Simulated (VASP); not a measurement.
A run of VASP 6.6.1 is set up as follows.

POSCAR

```
CsPbBr3
1.0
    5.6050000000      0.0000000000      0.0000000000
    0.0000000000      5.6050000000      0.0000000000
    0.0000000000      0.0000000000      5.6050000000
Cs Pb Br
1 1 3
Direct
    0.0000000000      0.0000000000      0.0000000000
    0.5000000000      0.5000000000      0.5000000000
    0.0000000000      0.5000000000      0.5000000000
    0.5000000000      0.0000000000      0.5000000000
    0.5000000000      0.5000000000      0.0000000000
```

INCAR.step1

```
SYSTEM = CsPbBr3
PREC = Accurate
ENCUT = 600
ISMEAR = 0
SIGMA = 0.1
LREAL = .False.
LASPH = .True.
NELM = 60
GGA = PE
ALGO = Normal
EDIFF = 1E-4
LWAVE = .True.
LCHARG = .False.
```

INCAR.step2

```
SYSTEM = CsPbBr3
PREC = Accurate
ENCUT = 600
EDIFF = 1E-6
ISMEAR = 0
SIGMA = 0.1
LREAL = .False.
LASPH = .True.
NELM = 60
ALGO = Normal
ISIF = 3
LWAVE = .False.
LCHARG = .False.
METAGGA = R2SCAN
LMIXTAU = .True.
IBRION = 2
NSW = 80
EDIFFG = -0.05
PSTRESS = 17.0
ISTART = 1
```

KPOINTS

```
regular mesh
0
Gamma
  4 4 4
  0 0 0
```

Potentials or basis: VASP PAW PBE potentials, release 64 (Cs_sv, Pb_d, Br).

Launch:

```console
$ cat potpaw_PBE.64/Cs_sv/POTCAR potpaw_PBE.64/Pb_d/POTCAR potpaw_PBE.64/Br/POTCAR > POTCAR
$ cp INCAR.step1 INCAR
$ mpirun -np 1 vasp_std > vasp.out
$ cp INCAR.step2 INCAR
$ mpirun -np 1 vasp_std > vasp.out
```

(1) Predict the relaxed volume.

(2) Estimate the band gap on the k mesh.

Results:

(1) 39.24 Å³/atom.

(2) 1.76 eV.

Caveat: the cell is relaxed towards a set pressure, so the run minimises the enthalpy, not the energy; the PAW data sets were made with another functional, which shifts forces and pressure a little; spin-orbit coupling is left out, which moves the levels of the heavy elements.
